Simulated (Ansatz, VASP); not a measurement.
# One calculation of TaN, two programs

```xyz
4
Lattice="0.0000 -2.2081 -2.2081 0.0000 2.2081 -2.2081 4.4162 0.0000 0.0000" Properties=species:S:1:pos:R:3 pbc="T T T"
Ta   -0.0906   -0.0536   -2.2081
Ta    2.2987    0.0536    0.0000
N     2.0033    0.0598   -2.2081
N     0.2048   -0.0598    0.0000
```

Change from the starting cell: mode 1 frozen in at -0.205 Å and mode 2 at -0.060 Å (largest displacements).

Alike in both runs: task single point; functional PBE; k mesh 14 × 14 × 10; occupations gaussian, width 0.15 eV; no spin polarisation.

```csv
,VASP,Ansatz
version,VASP 6.6.1,Ansatz 0.2.0
potentials or method,"VASP PAW PBE potentials, release 64 (Ta_pv, N), cutoff 520 eV","scalar-relativistic, plane waves, PAW"
valence electrons in the cell,32,36
```

```tsv
	VASP	Ansatz	Ansatz less VASP
gap on the k mesh at the Fermi level (eV)	none	none	-
pressure (GPa)	2.3	1.3	-0.98
traceless stress, the component that is largest in VASP (GPa)	15.19	14.98	-0.210
rms of the force components (eV/Å)	0.637	0.621	-0.0152
```

Atom by atom the forces differ by 0.017 eV/Å (rms over components). A gap of «none» marks a metal or a gap that the smearing closes. With one functional, cell and mesh, what is left measures potentials, basis and numerics. VASP's potentials hold 32 valence electrons a cell and Ansatz's 36, so a difference there can come from the potentials and not from the codes.

Neither program's run includes spin-orbit coupling.
